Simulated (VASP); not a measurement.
# Sc (P6/mmm) in VASP: single point with PBE

Aim: the single point of Sc with PBE.

All numbers are computed with VASP 6.6.1; they aren't measurements. Logs are shortened: lines on timing, memory, paths and dates and some standing lists are left out, and cuts for length are marked.

## (1) The cell of the first run

Symmetry: P6/mmm, No. 191, hexagonal system. The conventional cell has a = 4.088 Å, b = 4.088 Å, c = 2.285 Å, α = 90.00°, β = 90.00°, γ = 120.00°. Within 3.0 Å of Sc (site symmetry 6/mmm) lie 14 Sc at 2.28 to 2.62 Å. Within 3.0 Å of Sc (site symmetry -6m2) lie 11 Sc at 2.28 to 2.62 Å.

This isn't the form of Sc at room conditions, which is hcp.

## (2) Single point, PBE (11.02 Å³/atom)

File POSCAR:

```
Sc
1.0
    4.0875178218      0.0000000000      0.0000000000
   -2.0437589109      3.5398942721      0.0000000000
    0.0000000000      0.0000000000      2.2845746027
Sc
3
Direct
    0.0000000000      0.0000000000      0.0000000000
    0.3333333333      0.6666666667      0.5000000000
    0.6666666667      0.3333333333      0.5000000000
```

File INCAR.step1:

```
SYSTEM = Sc
PREC = Accurate
ENCUT = 520
EDIFF = 1E-6
ISMEAR = -1
SIGMA = 0.05
LREAL = .False.
LASPH = .True.
NELM = 100
ALGO = Normal
ISIF = 2
LWAVE = .False.
LCHARG = .True.
LMAXMIX = 4
GGA = PE
NBANDS = 24
```

File KPOINTS.step1:

```
regular mesh
0
Gamma
  8 8 11
  0 0 0
```

File INCAR.step2:

```
SYSTEM = Sc
PREC = Accurate
ENCUT = 520
EDIFF = 1E-6
ISMEAR = -5
SIGMA = 0.05
LREAL = .False.
LASPH = .True.
NELM = 100
ALGO = Normal
ISIF = 2
LWAVE = .False.
LCHARG = .False.
LMAXMIX = 4
GGA = PE
LORBIT = 11
NEDOS = 2001
ICHARG = 11
```

File KPOINTS.step2:

```
regular mesh
0
Gamma
  12 12 17
  0 0 0
```

Potentials or basis: VASP PAW PBE potentials, release 64 (Sc_sv).

Command:

```console
cat potpaw_PBE.64/Sc_sv/POTCAR > POTCAR
cp INCAR.step1 INCAR
cp KPOINTS.step1 KPOINTS
mpirun -np 1 vasp_std > vasp.out
cp INCAR.step2 INCAR
cp KPOINTS.step2 KPOINTS
mpirun -np 1 vasp_std > vasp.out
```

OUTCAR:

```text
SYSTEM = Sc
   PREC = Accurate
   ENCUT = 520
   EDIFF = 1E-6
   ISMEAR = -5
   LREAL = .False.
   LASPH = .True.
   NELM = 100
   ISIF = 2
   GGA = PE
   LORBIT = 11
   ICHARG = 11

 ion  position               nearest neighbor table
   1  0.000  0.000  0.000-   2 2.62   3 2.62   2 2.62   3 2.62   2 2.62   2 2.62   3 2.62   3 2.62
                             3 2.62   3 2.62   2 2.62   2 2.62
   2  0.333  0.667  0.500-   3 2.36   3 2.36   3 2.36   1 2.62   1 2.62   1 2.62   1 2.62   1 2.62
                             1 2.62   3 3.28   3 3.28   3 3.28   3 3.28   3 3.28   3 3.28
   3  0.667  0.333  0.500-   2 2.36   2 2.36   2 2.36   1 2.62   1 2.62   1 2.62   1 2.62   1 2.62
                             1 2.62   2 3.28   2 3.28   2 3.28   2 3.28   2 3.28   2 3.28

  LATTYP: Found a hexagonal cell.
 ALAT       =     4.0875178218
 C/A-ratio  =     0.5589148971

  Lattice vectors:

 A1 = (   4.0875178218,   0.0000000000,   0.0000000000)
 A2 = (  -2.0437589109,   3.5398942721,   0.0000000000)
 A3 = (   0.0000000000,   0.0000000000,   2.2845746027)

Analysis of symmetry for initial positions (statically):
=====================================================================
 Subroutine PRICEL returns:
 Original cell was already a primitive cell.

 Routine SETGRP: Setting up the symmetry group for a
 hexagonal supercell.

 Subroutine GETGRP returns: Found 24 space group operations
 (whereof 24 operations were pure point group operations)
 out of a pool of 24 trial point group operations.

The static configuration has the point symmetry D_6h.

Analysis of symmetry for dynamics (positions and initial velocities):
=====================================================================
 Subroutine PRICEL returns:
 Original cell was already a primitive cell.

 Routine SETGRP: Setting up the symmetry group for a
 hexagonal supercell.

 Subroutine GETGRP returns: Found 24 space group operations
 (whereof 24 operations were pure point group operations)
 out of a pool of 24 trial point group operations.

The dynamic configuration has the point symmetry D_6h.

 Subroutine INISYM returns: Found 24 space group operations
 (whereof 24 operations are pure point group operations),
 and found     1 'primitive' translations

----------------------------------------------------------------------------------------

                                     Primitive cell

  volume of cell :      33.0564

  direct lattice vectors                    reciprocal lattice vectors
     4.087517822  0.000000000  0.000000000     0.244647251  0.141247156  0.000000000
    -2.043758911  3.539894272  0.000000000     0.000000000  0.282494313  0.000000000
     0.000000000  0.000000000  2.284574603     0.000000000  0.000000000  0.437718251

[... 99 lines left out ...]
   NUPDOWN=      -1.0000    fix difference up-down
   EMIN   =  10.00;   EMAX   =-10.00  energy-range for DOS
   EFERMI =   0.00;   METHOD = LEGACY
   ISMEAR =    -5;   SIGMA  =   0.05  broadening in eV -4-tet -1-fermi 0-gaus
   EFERMI_NEDOS =   21; number of points for ismear=-14 and -15
   IALGO  =     38    algorithm
   IMIX   =      4    mixing-type and parameters
     AMIX     =   0.40;   BMIX     =  1.00
     AMIX_MAG =   1.60;   BMIX_MAG =  1.00
  volume/ion in A,a.u.               =      11.02        74.36
  Fermi-wavevector in a.u.,A,eV,Ry     =   1.636167  3.091908 36.423388  2.677043
  Thomas-Fermi vector in A             =   2.727519
   LORBIT       =     11    0 simple, 1 ext, 2 COOP (PROOUT), +10 PAW based schemes
   GGA     = PE    functional components
   LHFCALC =     F    Hartree Fock is set to
   AEXX    =    0.0000 exact exchange contribution
   IVDW    =     0    specifies the selected vdW correction
   LEPSILON=     F    determine dielectric tensor
   LRPA    =     F    only Hartree local field effects (RPA)
 non-spin polarized calculation
 Fermi weights with tetrahedron method with Bloechl corrections
  energy-cutoff  :      520.00
  volume of cell :       33.06
 maximum number of plane-waves:       915

 number of electron      33.0000012 magnetization

 Free energy of the ion-electron system (eV)
  ---------------------------------------------------
  ext. energy  EPLUGINS =         0.00000000
  ---------------------------------------------------
  free energy    TOTEN  =        -8.59999198 eV

  energy without entropy =       -8.59999198  energy(sigma->0) =       -8.59999198

 E-fermi :   9.8706     XC(G=0): -13.7004

 val. band max:        9.9787620358   @ k =   0.2500   0.1667   0.1765
 cond. band min:       9.8469621140   @ k =   0.3333   0.0000   0.0588
 fundamental gap:     -0.1317999218
 Fermi energy:         9.8706151078

 k-point     1 :       0.0000    0.0000    0.0000
  band No.  band energies     occupation
      1     -39.0349      2.00000
      2     -37.7715      2.00000
      3     -37.7283      2.00000
      4     -18.1469      2.00000
      5     -18.1469      2.00000
      6     -17.6770      2.00000
[... 541 lines left out ...]
     19      11.0585      0.00000
     20      11.5760      0.00000

 [... further k-points ...]

------------------------ aborting loop because EDIFF is reached ----------------------------------------

  FORCE on cell =-STRESS in cart. coord.  units (eV):
  Direction    XX          YY          ZZ          XY          YZ          ZX
  --------------------------------------------------------------------------------------
  -------------------------------------------------------------------------------------
  Total       27.1019471     27.1019471     27.0543806      0.0000000      0.0000000      0.0000000
  in kB     1313.5777406   1313.5777406   1311.2722895      0.0000000      0.0000000      0.0000000
  external PRESSURE =    1312.8092569 kB  Pullay stress =       0.0000000 kB

 VOLUME and BASIS-vectors are now :
 -----------------------------------------------------------------------------
  energy-cutoff  :      520.00
  volume of cell :       33.06
      direct lattice vectors                 reciprocal lattice vectors
     4.087517822  0.000000000  0.000000000     0.244647251  0.141247156  0.000000000
    -2.043758911  3.539894272  0.000000000     0.000000000  0.282494313  0.000000000
     0.000000000  0.000000000  2.284574603     0.000000000  0.000000000  0.437718251

 POSITION                                       TOTAL-FORCE (eV/Angst)
 -----------------------------------------------------------------------------------
      0.00000      0.00000      0.00000         0.000000      0.000000      0.000000
     -0.00000      2.35993      1.14229        -0.000000     -0.000000      0.000000
      2.04376      1.17996      1.14229         0.000000      0.000000      0.000000
 -----------------------------------------------------------------------------------
    total drift:                               -0.000000      0.000000     -0.000000

  FREE ENERGIE OF THE ION-ELECTRON SYSTEM (eV)
  ---------------------------------------------------
  free  energy   TOTEN  =        -8.5999919758 eV

  energy  without entropy=       -8.5999919758  energy(sigma->0) =       -8.59999198

 total charge

# of ion       s       p       d       tot
------------------------------------------
    1        2.456   6.190   2.242  10.888
    2        2.425   6.204   2.274  10.903
    3        2.425   6.204   2.274  10.903
--------------------------------------------------
tot          7.306  18.599   6.789  32.694
```

OUTCAR.step1:

```text
SYSTEM = Sc
   PREC = Accurate
   ENCUT = 520
   EDIFF = 1E-6
   ISMEAR = -1
   LREAL = .False.
   LASPH = .True.
[... 875 lines left out ...]
      0.00000      0.00000      0.00000         0.000000      0.000000      0.000000
     -0.00000      2.35993      1.14229         0.000000     -0.000000      0.000000
      2.04376      1.17996      1.14229        -0.000000     -0.000000      0.000000
 -----------------------------------------------------------------------------------
    total drift:                               -0.000000      0.000000      0.000000

  FREE ENERGIE OF THE ION-ELECTRON SYSTEM (eV)
  ---------------------------------------------------
  free  energy   TOTEN  =        -8.5955422063 eV

  energy  without entropy=       -8.5796863759  energy(sigma->0) =       -8.58761429
```

OSZICAR.step1:

```text
N       E                     dE             d eps       ncg     rms          rms(c)
DAV:   1     0.497027778719E+03    0.49703E+03   -0.14308E+04  2912   0.166E+03
DAV:   2     0.154308771141E+02   -0.48160E+03   -0.47030E+03  3408   0.680E+02
DAV:   3    -0.847667498221E+01   -0.23908E+02   -0.22165E+02  4448   0.195E+02
DAV:   4    -0.917038487196E+01   -0.69371E+00   -0.65902E+00  4568   0.290E+01
DAV:   5    -0.918133690353E+01   -0.10952E-01   -0.10945E-01  4584   0.423E+00    0.337E+01
DAV:   6    -0.869859573732E+01    0.48274E+00   -0.71270E-01  3632   0.112E+01    0.166E+01
DAV:   7    -0.860121185219E+01    0.97384E-01   -0.37925E-01  4120   0.798E+00    0.163E+00
DAV:   8    -0.859795606026E+01    0.32558E-02   -0.31539E-02  4336   0.305E+00    0.803E-01
DAV:   9    -0.859562189797E+01    0.23342E-02   -0.14916E-02  4304   0.194E+00    0.661E-02
DAV:  10    -0.859555458028E+01    0.67318E-04   -0.61133E-04  4416   0.374E-01    0.242E-02
DAV:  11    -0.859554947657E+01    0.51037E-05   -0.24290E-05  4704   0.795E-02    0.172E-02
DAV:  12    -0.859554244456E+01    0.70320E-05   -0.10587E-06  2608   0.198E-02    0.211E-03
DAV:  13    -0.859554220634E+01    0.23822E-06   -0.45369E-07  2064   0.135E-02
   1 F= -.85955422E+01 E0= -.85876143E+01  d E =-.158558E-01
```

Run time: 3.1 min. Hardware: 1 thread of Intel Xeon 8259CL, shared host; peak memory 0.21 GiB.

What came out:

```
Valence electrons inside the program's atomic spheres : Sc 10.89, 10.90 (each value once)
```

Levels at points of the mesh, in eV from the Fermi level:
```tsv
k point	band 14	band 15	band 16	band 17	band 18	band 19	band 20
(0.00, 0.00, 0.00)	-2.36	0.72	0.72	0.83	0.83	0.86	1.26
(0.50, 0.00, 0.00)	-1.33	-1.23	-0.42	-0.24	0.07	0.40	1.31
```

Caveat: tetrahedron occupations give inexact forces and stress in metals.
